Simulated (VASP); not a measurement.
# CaS (Oldhamite) (Fm-3m) in VASP: a series of runs

CaS (Oldhamite) is run at these levels: PBEsol; tasks: single point.

Everything below comes from runs of VASP 6.6.1. Logs are shortened: lines on timing, memory, paths and dates and some standing lists are left out, and cuts for length are marked.

## (1) The cell of the first run

The structure is cubic, space group Fm-3m (No. 225). Conventional cell: a = 5.321 Å, b = 5.321 Å, c = 5.321 Å, α = 90.00°, β = 90.00°, γ = 90.00°. Ca (site symmetry m-3m) has 6 S at 2.66 Å within 3.5 Å. S (site symmetry m-3m) has 6 Ca at 2.66 Å within 3.5 Å.

## (2) Single point, PBEsol

INCAR reads:

```
SYSTEM = CaS
ALGO = Normal ; EDIFF = 1E-6
ENCUT = 500 ; GGA = PS
GGA_COMPAT = .False. ; ISIF = 2
ISMEAR = 0 ; LASPH = .True.
LCHARG = .False. ; LREAL = .False.
LWAVE = .False. ; NBANDS = 15
NELM = 120 ; PREC = Accurate
SIGMA = 0.01
```

KPOINTS reads:

```
k-points
0
Gamma
  8 8 8
  0 0 0
```

POSCAR reads:

```
CaS
1.0
    0.0000000000      2.6605877206      2.6605877206
    2.6605877206      0.0000000000      2.6605877206
    2.6605877206      2.6605877206      0.0000000000
Ca S
1 1
Direct
    0.0000000000      0.0000000000      0.0000000000
    0.5000000000      0.5000000000      0.5000000000
```

Potentials or basis: VASP PAW PBE potentials, release 64 (Ca_sv, S).

The run is started by

```bash
$ cat potpaw_PBE.64/Ca_sv/POTCAR potpaw_PBE.64/S/POTCAR > POTCAR
$ mpirun -np 1 vasp_std > vasp.out
```

OUTCAR:

```text
SYSTEM = CaS
   EDIFF = 1E-6
   ENCUT = 500
   GGA = PS
   ISIF = 2
   ISMEAR = 0
   LASPH = .True.
   LREAL = .False.
   NELM = 120
   PREC = Accurate

 ion  position               nearest neighbor table
   1  0.000  0.000  0.000-   2 2.66   2 2.66   2 2.66   2 2.66   2 2.66   2 2.66
   2  0.500  0.500  0.500-   1 2.66   1 2.66   1 2.66   1 2.66   1 2.66   1 2.66

  LATTYP: Found a face centered cubic cell.
 ALAT       =     5.3211754412

  Lattice vectors:

 A1 = (   0.0000000000,   2.6605877206,   2.6605877206)
 A2 = (   2.6605877206,   0.0000000000,   2.6605877206)
 A3 = (   2.6605877206,   2.6605877206,   0.0000000000)

Analysis of symmetry for initial positions (statically):
=====================================================================
 Subroutine PRICEL returns:
 Original cell was already a primitive cell.

 Routine SETGRP: Setting up the symmetry group for a
 face centered cubic supercell.

 Subroutine GETGRP returns: Found 48 space group operations
 (whereof 48 operations were pure point group operations)
 out of a pool of 48 trial point group operations.

The static configuration has the point symmetry O_h .

Analysis of symmetry for dynamics (positions and initial velocities):
=====================================================================
 Subroutine PRICEL returns:
 Original cell was already a primitive cell.

 Routine SETGRP: Setting up the symmetry group for a
 face centered cubic supercell.

 Subroutine GETGRP returns: Found 48 space group operations
 (whereof 48 operations were pure point group operations)
 out of a pool of 48 trial point group operations.

The dynamic configuration has the point symmetry O_h .

 Subroutine INISYM returns: Found 48 space group operations
 (whereof 48 operations are pure point group operations),
 and found     1 'primitive' translations

----------------------------------------------------------------------------------------

                                     Primitive cell

  volume of cell :      37.6671

  direct lattice vectors                    reciprocal lattice vectors
     0.000000000  2.660587721  2.660587721    -0.187928402  0.187928402  0.187928402
     2.660587721  0.000000000  2.660587721     0.187928402 -0.187928402  0.187928402
     2.660587721  2.660587721  0.000000000     0.187928402  0.187928402 -0.187928402

  length of vectors
     3.762639238  3.762639238  3.762639238     0.325501541  0.325501541  0.325501541

  position of ions in fractional coordinates (direct lattice)
[... 83 lines left out ...]
   IBRION =     -1    ionic relax: 0-MD 1-quasi-New 2-CG
   NFREE  =      0    steps in history (QN), initial steepest desc. (CG)
   ISIF   =      2    stress and relaxation
   ISYM   =      2    0-nonsym 1-usesym 2-fastsym
   POTIM  = 0.5000    time-step for ionic-motion
   TEBEG  =    0.0;   TEEND  =   0.0 temperature during run
   PSTRESS=    0.0 pullay stress
   NELECT =      16.0000    total number of electrons
   NUPDOWN=      -1.0000    fix difference up-down
   EMIN   =  10.00;   EMAX   =-10.00  energy-range for DOS
   EFERMI =   0.00;   METHOD = LEGACY
   ISMEAR =     0;   SIGMA  =   0.01  broadening in eV -4-tet -1-fermi 0-gaus
   EFERMI_NEDOS =   21; number of points for ismear=-14 and -15
   IALGO  =     38    algorithm
   IMIX   =      4    mixing-type and parameters
     AMIX     =   0.40;   BMIX     =  1.00
     AMIX_MAG =   1.60;   BMIX_MAG =  1.00
  volume/ion in A,a.u.               =      18.83       127.10
  Fermi-wavevector in a.u.,A,eV,Ry     =   1.230629  2.325552 20.605322  1.514448
  Thomas-Fermi vector in A             =   2.365470
   LORBIT       =      0    0 simple, 1 ext, 2 COOP (PROOUT), +10 PAW based schemes
   GGA     = PS    functional components
   LHFCALC =     F    Hartree Fock is set to
   AEXX    =    0.0000 exact exchange contribution
   IVDW    =     0    specifies the selected vdW correction
   LEPSILON=     F    determine dielectric tensor
   LRPA    =     F    only Hartree local field effects (RPA)
 non-spin polarized calculation
 Gauss-broadening in eV      SIGMA  =   0.01
  energy-cutoff  :      500.00
  volume of cell :       37.67
 maximum number of plane-waves:       982
   NGX = 13   NGY = 13   NGZ = 13

 number of electron      16.0000004 magnetization

 Free energy of the ion-electron system (eV)
  ---------------------------------------------------
  ext. energy  EPLUGINS =         0.00000000
  ---------------------------------------------------
  free energy    TOTEN  =       -10.61693387 eV

  energy without entropy =      -10.61693387  energy(sigma->0) =      -10.61693387

 E-fermi :   4.3672     XC(G=0): -10.4247

 val. band max:        4.2848701684   @ k =   0.0000   0.0000   0.0000
 cond. band min:       5.8812386778   @ k =   0.5000   0.5000   0.0000
 fundamental gap:      1.5963685094
 Fermi energy:         4.3671635560

 k-point     1 :       0.0000    0.0000    0.0000
  band No.  band energies     occupation
      1     -34.1014      2.00000
      2     -15.1859      2.00000
      3     -15.1859      2.00000
      4     -15.1859      2.00000
      5      -7.8157      2.00000
      6       4.2849      2.00000
      7       4.2849      2.00000
      8       4.2849      2.00000
      9       8.1845      0.00000
     10       8.1845      0.00000
     11       8.1845      0.00000
     12       9.0134      0.00000
     13       9.0134      0.00000
     14       9.6611      0.00000
[... 401 lines left out ...]
      2     -15.5338      2.00000
      3     -15.3041      2.00000
      4     -15.2464      2.00000
      5      -6.5489      2.00000
      6       0.9359      2.00000
      7       2.3079      2.00000
      8       2.6630      2.00000
      9       9.3791      0.00000
     10       9.7768      0.00000
     11      11.3505      0.00000
     12      11.9134      0.00000
     13      12.1635      0.00000
     14      13.1421      0.00000
     15      15.0688      0.00000

 [... further k-points ...]
[... 5 lines left out ...]
  --------------------------------------------------------------------------------------
  -------------------------------------------------------------------------------------
  Total        3.6118012      3.6118012      3.6118012      0.0000000      0.0000000     -0.0000000
  in kB      153.6284599    153.6284599    153.6284599      0.0000000      0.0000000     -0.0000000
  external PRESSURE =     153.6284599 kB  Pullay stress =       0.0000000 kB

 VOLUME and BASIS-vectors are now :
 -----------------------------------------------------------------------------
  energy-cutoff  :      500.00
  volume of cell :       37.67
      direct lattice vectors                 reciprocal lattice vectors
     0.000000000  2.660587721  2.660587721    -0.187928402  0.187928402  0.187928402
     2.660587721  0.000000000  2.660587721     0.187928402 -0.187928402  0.187928402
     2.660587721  2.660587721  0.000000000     0.187928402  0.187928402 -0.187928402

 POSITION                                       TOTAL-FORCE (eV/Angst)
 -----------------------------------------------------------------------------------
      0.00000      0.00000      0.00000        -0.000000     -0.000000      0.000000
      2.66059      2.66059      2.66059         0.000000      0.000000     -0.000000
 -----------------------------------------------------------------------------------
    total drift:                                0.000000      0.000000      0.000000

  FREE ENERGIE OF THE ION-ELECTRON SYSTEM (eV)
  ---------------------------------------------------
  free  energy   TOTEN  =       -10.6169338749 eV

  energy  without entropy=      -10.6169338749  energy(sigma->0) =      -10.61693387
```

OSZICAR:

```text
N       E                     dE             d eps       ncg     rms          rms(c)
DAV:   1     0.111257271147E+03    0.11126E+03   -0.75176E+03   870   0.998E+02
DAV:   2    -0.615968457967E+01   -0.11742E+03   -0.11051E+03  1073   0.260E+02
DAV:   3    -0.106674307355E+02   -0.45077E+01   -0.44545E+01  1172   0.483E+01
DAV:   4    -0.108418110365E+02   -0.17438E+00   -0.17430E+00  1234   0.860E+00
DAV:   5    -0.108439376888E+02   -0.21267E-02   -0.21266E-02  1202   0.886E-01    0.524E+00
DAV:   6    -0.106448930124E+02    0.19904E+00   -0.23362E-01  1073   0.276E+00    0.348E+00
DAV:   7    -0.106172566950E+02    0.27636E-01   -0.82285E-02  1154   0.196E+00    0.154E+00
DAV:   8    -0.106170400650E+02    0.21663E-03   -0.98542E-03  1087   0.949E-01    0.154E-01
DAV:   9    -0.106168765998E+02    0.16347E-03   -0.65743E-04  1066   0.304E-01    0.504E-02
DAV:  10    -0.106169233527E+02   -0.46753E-04   -0.11152E-04  1221   0.756E-02    0.184E-02
DAV:  11    -0.106169339907E+02   -0.10638E-04   -0.19300E-05  1003   0.470E-02    0.969E-03
DAV:  12    -0.106169338749E+02    0.11586E-06   -0.62227E-07   724   0.767E-03
   1 F= -.10616934E+02 E0= -.10616934E+02  d E =-.128202E-33
```

It took 25 s on 1 thread of Intel Xeon 8259CL, shared host; peak memory 0.16 GiB.

Results:

```yaml
Free_energy: -10.6169 eV
Pressure: 15.4 GPa
Band_gap_on_the_k_mesh: 1.60 eV, indirect (least direct gap 2.55 eV)
```

Levels at points of the mesh, in eV from the valence-band top:
| k point | band 6 | band 7 | band 8 | band 9 | band 10 | band 11 |
| --- | --- | --- | --- | --- | --- | --- |
| (0.00, 0.00, 0.00) | 0.00 | 0.00 | 0.00 | 3.90 | 3.90 | 3.90 |
| (0.50, 0.00, 0.00) | -3.96 | -1.68 | -1.68 | 5.42 | 6.67 | 6.74 |
| (0.50, 0.50, 0.00) | -2.72 | -0.95 | -0.95 | 1.60 | 5.87 | 6.90 |

Caveat: the PAW data sets were made with another functional, which shifts forces and pressure a little. PBEsol gaps usually lie below the measured ones, often by a third to a half.

## (3) Single point, PBEsol

This run uses another cell than the first one, of 19.72 Å³/atom, 1.047 times its volume.

INCAR reads:

```
SYSTEM = CaS
PREC     = Accurate       ! precision mode
ENCUT    = 500            ! plane-wave cutoff, eV
EDIFF    = 1E-6           ! SCF threshold, eV
ISMEAR   = 0              ! smearing method
SIGMA    = 0.01           ! smearing width, eV
LREAL    = .FALSE.        ! projectors in reciprocal space
LASPH    = .TRUE.         ! aspherical terms in the spheres
NELM     = 120            ! most SCF steps
ALGO     = Normal         ! electronic algorithm
ISIF     = 2              ! what is computed and relaxed
LWAVE    = .FALSE.        ! write WAVECAR
LCHARG   = .FALSE.        ! write CHGCAR
GGA      = PS             ! functional
NBANDS   = 15             ! bands
GGA_COMPAT= .FALSE.
```

KPOINTS reads:

```
Automatic mesh
0
G
  8 8 8
  0 0 0
```

POSCAR reads:

```
CaS
1.0
    0.0000000000      2.7014847098      2.7014847098
    2.7014847098      0.0000000000      2.7014847098
    2.7014847098      2.7014847098      0.0000000000
Ca S
1 1
Direct
    0.0000000000      0.0000000000      0.0000000000
    0.5000000000      0.5000000000      0.5000000000
```

Potentials or basis: VASP PAW PBE potentials, release 64 (Ca_sv, S).

The run is started by

```bash
$ cat potpaw_PBE.64/Ca_sv/POTCAR potpaw_PBE.64/S/POTCAR > POTCAR
$ mpirun -np 1 vasp_std > vasp.out
```

Run time: 28 s. Hardware: 1 thread of Intel Xeon 8259CL, shared host; peak memory 0.16 GiB.

It converged, with:

```yaml
Free_energy: -10.7581 eV
Pressure: 10.3 GPa
Band_gap_on_the_k_mesh: 1.77 eV, indirect (least direct gap 2.70 eV)
```

Levels at points of the mesh, in eV from the valence-band top:
| k point | band 4 | band 5 | band 6 | band 7 | band 8 | band 9 | band 10 | band 11 | band 12 | band 13 |
| --- | --- | --- | --- | --- | --- | --- | --- | --- | --- | --- |
| (0.00, 0.00, 0.00) | -19.59 | -11.91 | 0.00 | 0.00 | 0.00 | 3.97 | 3.97 | 3.97 | 4.75 | 4.75 |
| (0.50, 0.00, 0.00) | -19.61 | -10.66 | -3.77 | -1.55 | -1.55 | 5.35 | 6.52 | 6.62 | 6.62 | 9.21 |
| (0.50, 0.50, 0.00) | -19.68 | -11.09 | -2.64 | -0.93 | -0.93 | 1.77 | 5.82 | 6.67 | 7.37 | 7.37 |

Caveat: the PAW data sets were made with another functional, which shifts forces and pressure a little. A k mesh can miss the band edges.

(Continued in part 2 of 2.)
